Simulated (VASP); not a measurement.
# Si16O (a cell with a defect) in VASP: single point with LDA

Aim: the single point of Si16O (a cell with a defect) with LDA.

Everything below comes from runs of VASP 6.6.1. Logs are shortened: lines on timing, memory, paths and dates and some standing lists are left out, and cuts for length are marked.

## (1) The cell of the first run

The cell holds a defect, 17 atoms: a = 7.679 Å, b = 7.679 Å, c = 7.679 Å, α = 60.00°, β = 60.00°, γ = 60.00°.

## (2) Single point, LDA, collinear spin, ferromagnetic start

INCAR reads:

```
ALGO = Normal
EDIFF = 1E-7
ENCUT = 520
GGA = CA
ISIF = 2
ISMEAR = -1
ISPIN = 2
LASPH = True
LCHARG = True
LELF = True
LORBIT = 11
LREAL = Auto
LVHAR = True
LWAVE = False
MAGMOM = 0 0 0 0 0 0 0 0 0 0 0 0 0 0 0 0 1
NBANDS = 53
NELM = 150
PREC = Accurate
SIGMA = 0.05
```

KPOINTS reads:

```
k-points
0
Gamma
  2 2 2
```

POSCAR reads:

```
Si16O
1.0
    0.0000000000      5.4300000000      5.4300000000
    5.4300000000      0.0000000000      5.4300000000
    5.4300000000      5.4300000000      0.0000000000
Si O
16 1
Direct
   -0.0027020423     -0.0001008742     -0.0000732170
    0.1090596268      0.1220317484      0.1402013125
   -0.0106537836     -0.0035608162      0.5155990960
    0.1280086629      0.1221128758      0.6253926396
    0.0023162479      0.4979650780     -0.0022842261
    0.1359100741      0.6257308882      0.1098723009
    0.0162901301      0.4962974601      0.4853288699
    0.1225154969      0.6229199222      0.6284448449
    0.4828914827     -0.0270328148      0.0482820094
    0.6224269617      0.1289076872      0.1246115302
    0.5028533579      0.0010966316      0.5001764723
    0.6161863569      0.0860252526      0.6769315293
    0.5091181723      0.5039135124     -0.0521139682
    0.6371338936      0.6157844220      0.0785741676
    0.4878012231      0.4566176440      0.5468139781
    0.6425113017      0.6292694871      0.5765749789
    0.5616791474      0.4384549054      0.3127936016
```

Potentials or basis: VASP PAW LDA potentials, release 64 (Si, O).

On the command line:

```bash
> cat potpaw_LDA.64/Si/POTCAR potpaw_LDA.64/O/POTCAR > POTCAR
> mpirun -np 1 vasp_std > vasp.out
```

OUTCAR:

```text
EDIFF = 1E-7
   ENCUT = 520
   GGA = CA
   ISIF = 2
   ISMEAR = -1
   ISPIN = 2
   LASPH = True
   LORBIT = 11
   LREAL = Auto
   NELM = 150
   PREC = Accurate

 ion  position               nearest neighbor table
   1  0.997  1.000  1.000-   6 2.35   4 2.35   2 2.35  10 2.35
   2  0.109  0.122  0.140-   1 2.35   3 2.35   9 2.35   5 2.36
   3  0.989  0.996  0.516-   8 2.34   4 2.35   2 2.35  12 2.36
   4  0.128  0.122  0.625-   3 2.35   1 2.35   7 2.35  11 2.35
   5  0.002  0.498  0.998-  14 2.31   8 2.32   6 2.34   2 2.36
   6  0.136  0.626  0.110-   5 2.34   1 2.35   7 2.35  13 2.36
   7  0.016  0.496  0.485-   4 2.35   6 2.35  16 2.35   8 2.36
   8  0.123  0.623  0.628-  15 2.31   5 2.32   3 2.34   7 2.36
   9  0.483  0.973  0.048-  14 2.32  12 2.33  10 2.35   2 2.35
  10  0.622  0.129  0.125-   1 2.35   9 2.35  11 2.36  13 2.38
  11  0.503  0.001  0.500-   4 2.35  16 2.35  10 2.36  12 2.38
  12  0.616  0.086  0.677-  15 2.32   9 2.33   3 2.36  11 2.38
  13  0.509  0.504  0.948-  14 2.32  16 2.33   6 2.36  10 2.38
  14  0.637  0.616  0.079-  17 1.65   5 2.31   9 2.32  13 2.32  15 2.94
  15  0.488  0.457  0.547-  17 1.65   8 2.31  16 2.32  12 2.32  14 2.94
  16  0.643  0.629  0.577-  15 2.32  13 2.33  11 2.35   7 2.35
  17  0.562  0.438  0.313-  14 1.65  15 1.65

  LATTYP: Found a face centered cubic cell.
 ALAT       =    10.8600000000

  Lattice vectors:

 A1 = (   0.0000000000,   5.4300000000,   5.4300000000)
 A2 = (   5.4300000000,   0.0000000000,   5.4300000000)
 A3 = (   5.4300000000,   5.4300000000,   0.0000000000)

Analysis of symmetry for initial positions (statically):
=====================================================================
 Subroutine PRICEL returns:
 Original cell was already a primitive cell.

 Routine SETGRP: Setting up the symmetry group for a
 face centered cubic supercell.

 Subroutine GETGRP returns: Found  1 space group operations
 (whereof  1 operations were pure point group operations)
 out of a pool of 48 trial point group operations.

The static configuration has the point symmetry C_1 .

Analysis of symmetry for dynamics (positions and initial velocities):
=====================================================================
 Subroutine PRICEL returns:
 Original cell was already a primitive cell.

 Routine SETGRP: Setting up the symmetry group for a
 face centered cubic supercell.

 Subroutine GETGRP returns: Found  1 space group operations
 (whereof  1 operations were pure point group operations)
 out of a pool of 48 trial point group operations.

The dynamic configuration has the point symmetry C_1 .

Analysis of structural, dynamic, and magnetic symmetry:
=====================================================================
 Subroutine PRICEL returns:
 Original cell was already a primitive cell.

 Routine SETGRP: Setting up the symmetry group for a
 face centered cubic supercell.

 Subroutine GETGRP returns: Found  1 space group operations
 (whereof  1 operations were pure point group operations)
 out of a pool of 48 trial point group operations.

The overall configuration has the point symmetry C_1 .

 Subroutine INISYM returns: Found  1 space group operations
 (whereof  1 operations are pure point group operations),
 and found     1 'primitive' translations

----------------------------------------------------------------------------------------

                                     Primitive cell

  volume of cell :     320.2060

  direct lattice vectors                    reciprocal lattice vectors
     0.000000000  5.430000000  5.430000000    -0.092081031  0.092081031  0.092081031
     5.430000000  0.000000000  5.430000000     0.092081031 -0.092081031  0.092081031
     5.430000000  5.430000000  0.000000000     0.092081031  0.092081031 -0.092081031

  length of vectors
     7.679179644  7.679179644  7.679179644     0.159489025  0.159489025  0.159489025

[... 75 lines left out ...]
   k-points           NKPTS =      8   k-points in BZ     NKDIM =      8   number of bands    NBANDS=     53
   number of dos      NEDOS =    301   number of ions     NIONS =     17
   total plane-waves  NPLWV = 216000
   dimension x,y,z NGX =    60 NGY =   60 NGZ =   60
   dimension x,y,z NGXF=   120 NGYF=  120 NGZF=  120
   ions per type =              16   1
   NGX,Y,Z   is equivalent  to a cutoff of  12.99, 12.99, 12.99 a.u.
   NGXF,Y,Z  is equivalent  to a cutoff of  25.98, 25.98, 25.98 a.u.
 SYSTEM =  unknown system
   PREC   = accura    normal or accurate (medium, high low for compatibility)
   ISTART =      0    job   : 0-new  1-cont  2-samecut
   ICHARG =      2    charge: 1-file 2-atom 10-const
   ISPIN  =      2    spin polarized calculation?
   LNONCOLLINEAR =      F non collinear calculations
   LSORBIT =      F    spin-orbit coupling
   LASPH  =      T    aspherical Exc in radial PAW
   ENCUT  =  520.0 eV  38.22 Ry    6.18 a.u.  14.28 14.28 14.28*2*pi/ulx,y,z
   NELM   =    150;   NELMIN=  2; NELMDL= -5     # of ELM steps
   EDIFF  = 0.1E-06   stopping-criterion for ELM
   LREAL  =      T    real-space projection
   EDIFFG = 0.1E-05   stopping-criterion for IOM
   NSW    =      0    number of steps for IOM
   IBRION =     -1    ionic relax: 0-MD 1-quasi-New 2-CG
   NFREE  =      0    steps in history (QN), initial steepest desc. (CG)
   ISIF   =      2    stress and relaxation
   ISYM   =      2    0-nonsym 1-usesym 2-fastsym
   POTIM  = 0.5000    time-step for ionic-motion
   TEBEG  =    0.0;   TEEND  =   0.0 temperature during run
   PSTRESS=    0.0 pullay stress
   NELECT =      70.0000    total number of electrons
   NUPDOWN=      -1.0000    fix difference up-down
   EMIN   =  10.00;   EMAX   =-10.00  energy-range for DOS
   EFERMI =   0.00;   METHOD = LEGACY
   ISMEAR =    -1;   SIGMA  =   0.05  broadening in eV -4-tet -1-fermi 0-gaus
   EFERMI_NEDOS =   21; number of points for ismear=-14 and -15
   IALGO  =     38    algorithm
   IMIX   =      4    mixing-type and parameters
     AMIX     =   0.40;   BMIX     =  1.00
     AMIX_MAG =   1.60;   BMIX_MAG =  1.00
  volume/ion in A,a.u.               =      18.84       127.11
  Fermi-wavevector in a.u.,A,eV,Ry     =   0.986199  1.863645 13.232857  0.972588
  Thomas-Fermi vector in A             =   2.117562
   LORBIT       =     11    0 simple, 1 ext, 2 COOP (PROOUT), +10 PAW based schemes
   GGA     = CA    functional components
   LHFCALC =     F    Hartree Fock is set to
   AEXX    =    0.0000 exact exchange contribution
   IVDW    =     0    specifies the selected vdW correction
   LEPSILON=     F    determine dielectric tensor
   LRPA    =     F    only Hartree local field effects (RPA)
 spin polarized calculation
  energy-cutoff  :      520.00
  volume of cell :      320.21
 maximum number of plane-waves:      8646
 NGX is ok and might be reduce to    60
   NGX = 29   NGY = 29   NGZ = 29

 number of electron      70.0000002 magnetization       0.0003157

 number of electron      70.0000002 magnetization      -0.0000017

 Free energy of the ion-electron system (eV)
  ---------------------------------------------------
  ext. energy  EPLUGINS =         0.00000000
  ---------------------------------------------------
  free energy    TOTEN  =      -102.33935521 eV

  energy without entropy =     -102.33641663  energy(sigma->0) =     -102.33788592

 E-fermi :   6.0346     XC(G=0):  -9.7408

 val. band max:        5.8222350638   @ k =   0.0000   0.0000   0.0000
 cond. band min:       6.2239101633   @ k =   0.0000   0.0000   0.0000
 fundamental gap:      0.4016750995
 Fermi energy:         6.0345920423

 spin component 1

 k-point     1 :       0.0000    0.0000    0.0000
  band No.  band energies     occupation
      1     -14.4326      1.00000
      2      -5.8662      1.00000
      3      -4.5572      1.00000
      4      -3.7381      1.00000
      5      -3.7210      1.00000
      6      -3.3676      1.00000
[... 389 lines left out ...]
     46      10.2055      0.00000
     47      10.2799      0.00000
 Fermi energy:         6.0345920423

 spin component 2

 k-point     1 :       0.0000    0.0000    0.0000
  band No.  band energies     occupation
      1     -14.4326      1.00000
      2      -5.8662      1.00000
      3      -4.5572      1.00000
      4      -3.7381      1.00000
      5      -3.7210      1.00000
      6      -3.3676      1.00000
[... 389 lines left out ...]
     46      10.2055      0.00000
     47      10.2799      0.00000
 [bands above 47 left out]

------------------------ aborting loop because EDIFF is reached ----------------------------------------

  FORCE on cell =-STRESS in cart. coord.  units (eV):
  Direction    XX          YY          ZZ          XY          YZ          ZX
  --------------------------------------------------------------------------------------
  -------------------------------------------------------------------------------------
  Total        1.3903281      2.0044457      1.3772733      2.2722672     -2.3017657     -3.0666084
  in kB        6.9566218     10.0294101      6.8913012     11.3694770    -11.5170753    -15.3440293
  external PRESSURE =       7.9591110 kB  Pullay stress =       0.0000000 kB

 VOLUME and BASIS-vectors are now :
 -----------------------------------------------------------------------------
  energy-cutoff  :      520.00
  volume of cell :      320.21
      direct lattice vectors                 reciprocal lattice vectors
     0.000000000  5.430000000  5.430000000    -0.092081031  0.092081031  0.092081031
     5.430000000  0.000000000  5.430000000     0.092081031 -0.092081031  0.092081031
     5.430000000  5.430000000  0.000000000     0.092081031  0.092081031 -0.092081031

 POSITION                                       TOTAL-FORCE (eV/Angst)
 -----------------------------------------------------------------------------------
     10.85905     10.84493     10.84478         0.000949      0.000965      0.002062
      1.42393      1.35349      1.25483        -0.002063     -0.001797      0.001000
      8.21037      8.17185     10.78281         0.000484      0.000105     -0.000650
      4.05895      4.09097      1.35816         0.001814     -0.000033      0.000663
      8.12155      5.43017      2.71653         0.002059     -0.000632      0.006193
      3.99433      1.33460      4.13571         0.001978      0.001549      0.004683
[... 9 lines left out ...]
      6.54774      6.61964      6.90577        -0.006211     -0.002393     -0.000989
      4.07928      4.74839      5.43073        -0.048621     -0.002269     -0.043967
 -----------------------------------------------------------------------------------
    total drift:                                0.002442     -0.001352      0.002524

  FREE ENERGIE OF THE ION-ELECTRON SYSTEM (eV)
  ---------------------------------------------------
  free  energy   TOTEN  =      -102.3393552120 eV

  energy  without entropy=     -102.3364166323  energy(sigma->0) =     -102.33788592

 total charge

# of ion       s       p       d       tot
------------------------------------------
    1        0.745   0.965   0.000   1.710
    2        0.747   0.954   0.000   1.701
    3        0.746   0.959   0.000   1.705
    4        0.745   0.965   0.000   1.710
    5        0.751   0.982   0.000   1.733
    6        0.746   0.959   0.000   1.705
[... 9 lines left out ...]
   16        0.752   0.973   0.000   1.725
   17        1.565   3.599   0.000   5.164
--------------------------------------------------
tot         13.559  18.993   0.000  32.552

 magnetization (x)

# of ion       s       p       d       tot
------------------------------------------
    1       -0.000   0.000   0.000   0.000
    2       -0.000  -0.000   0.000  -0.000
    3        0.000   0.000   0.000   0.000
    4       -0.000   0.000   0.000   0.000
    5        0.000   0.000   0.000   0.000
    6        0.000   0.000   0.000   0.000
[... 9 lines left out ...]
   16        0.000   0.000   0.000   0.000
   17       -0.000  -0.000   0.000  -0.000
--------------------------------------------------
tot          0.000  -0.000   0.000  -0.000
```

It took 19 min on 1 thread of Intel Xeon 8259CL, shared host; peak memory 0.49 GiB.

Results:

| Property | Result |
| --- | --- |
| Free energy | -102.3394 eV |
| Pressure | 0.8 GPa |
| Largest force | 0.114 eV/Å |
| Band gap on the k mesh | 0.40 eV |
| Net moment | 0.00 μB per cell |
| Valence electrons inside the program's atomic spheres | Si 1.71, 1.70, 1.73, 1.69, 1.72 (each value once); O 5.16 |

Forces on the atoms (eV/Å):
```
Si   0.001  0.001  0.002
Si  -0.002 -0.002  0.001
Si   0.000  0.000 -0.001
Si   0.002  0.000  0.001
Si   0.002 -0.001  0.006
Si   0.002  0.002  0.005
Si  -0.002  0.000  0.001
Si   0.001  0.001 -0.003
Si   0.003 -0.002  0.001
Si   0.005  0.002  0.001
Si   0.001  0.000  0.004
Si   0.001 -0.005 -0.004
Si  -0.003  0.004 -0.005
Si  -0.036 -0.067  0.074
Si   0.081  0.071 -0.038
Si  -0.006 -0.002 -0.001
O   -0.049 -0.002 -0.044
```

Levels at points of the mesh, in eV from the valence-band top:
Spin up:
```tsv
k point	band 32	band 33	band 34	band 35	band 36	band 37	band 38	band 39
(0.00, 0.00, 0.00)	-0.93	-0.33	-0.06	0.00	0.40	0.69	0.71	0.88
(0.50, 0.00, 0.00)	-1.23	-0.75	-0.63	-0.57	1.13	1.38	1.51	1.57
(0.00, 0.50, 0.00)	-1.22	-0.80	-0.62	-0.55	1.24	1.33	1.50	1.61
(0.00, 0.00, 0.50)	-0.74	-0.67	-0.66	-0.07	1.07	1.37	1.45	1.46
(0.50, 0.50, 0.50)	-1.22	-0.80	-0.62	-0.54	1.24	1.33	1.50	1.62
(0.50, 0.50, 0.00)	-1.44	-1.27	-1.19	-0.50	1.18	1.38	2.25	2.32
(0.00, 0.50, 0.50)	-1.44	-1.27	-1.19	-0.51	1.19	1.38	2.25	2.32
(0.50, 0.00, 0.50)	-1.38	-1.33	-1.04	-0.93	1.33	1.38	2.24	2.32
```
Spin down:
| k point | band 33 | band 34 | band 35 | band 36 | band 37 | band 38 |
| --- | --- | --- | --- | --- | --- | --- |
| (0.00, 0.00, 0.00) | -0.33 | -0.06 | 0.00 | 0.40 | 0.69 | 0.71 |
| (0.50, 0.00, 0.00) | -0.75 | -0.63 | -0.57 | 1.13 | 1.38 | 1.51 |
| (0.00, 0.50, 0.00) | -0.80 | -0.62 | -0.55 | 1.24 | 1.33 | 1.50 |
| (0.00, 0.00, 0.50) | -0.67 | -0.66 | -0.07 | 1.07 | 1.37 | 1.45 |
| (0.50, 0.50, 0.50) | -0.80 | -0.62 | -0.54 | 1.24 | 1.33 | 1.50 |
| (0.50, 0.50, 0.00) | -1.27 | -1.19 | -0.50 | 1.18 | 1.38 | 2.25 |
| (0.00, 0.50, 0.50) | -1.27 | -1.19 | -0.51 | 1.19 | 1.38 | 2.25 |
| (0.50, 0.00, 0.50) | -1.33 | -1.04 | -0.93 | 1.33 | 1.38 | 2.24 |

Caveat: the k points lie up to 0.50 Å⁻¹ apart.
